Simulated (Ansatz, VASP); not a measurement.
Two plane-wave programs on PbS

```
Pb S
1.0
     0.00000    2.98718    2.98718
     2.98718    0.00000    2.98718
     2.98718    2.98718    0.00000
Pb S
1 1
Direct
  0.00000 0.00000 0.00000
  0.50000 0.50000 0.50000
```

Alike in both runs: functional r2SCAN; k mesh 10 × 10 × 10; occupations gaussian, width 0.01 eV; no spin polarisation.

Ansatz relaxed the structure, and its values are those at the end. VASP's run is a single point on that final structure, the one shown.

|  | VASP | Ansatz |
| --- | --- | --- |
| version | VASP 6.6.1 | Ansatz 0.2.0 |
| potentials or method | VASP PAW PBE potentials, release 64 (Pb_d, S) | scalar-relativistic, plane waves, PAW |
| plane-wave cutoff (eV) | 520 | 500 |
| valence electrons in the cell | 20 | 20 |

Ansatz gave:

```
gap on the k mesh at the Fermi level (eV) : 0.69
least direct gap on the mesh (eV)         : 0.69
pressure (GPa)                            : 0.0
```

Question: Estimate VASP's values.

Answer: gap on the k mesh at the Fermi level (eV): 0.70; least direct gap on the mesh (eV): 0.70; pressure (GPa): 0.0.

VASP's potentials were made for PBE, not for r2SCAN. The functional is the same, so the differences come from potentials, cutoffs and numerics.

Spin-orbit coupling is off throughout.
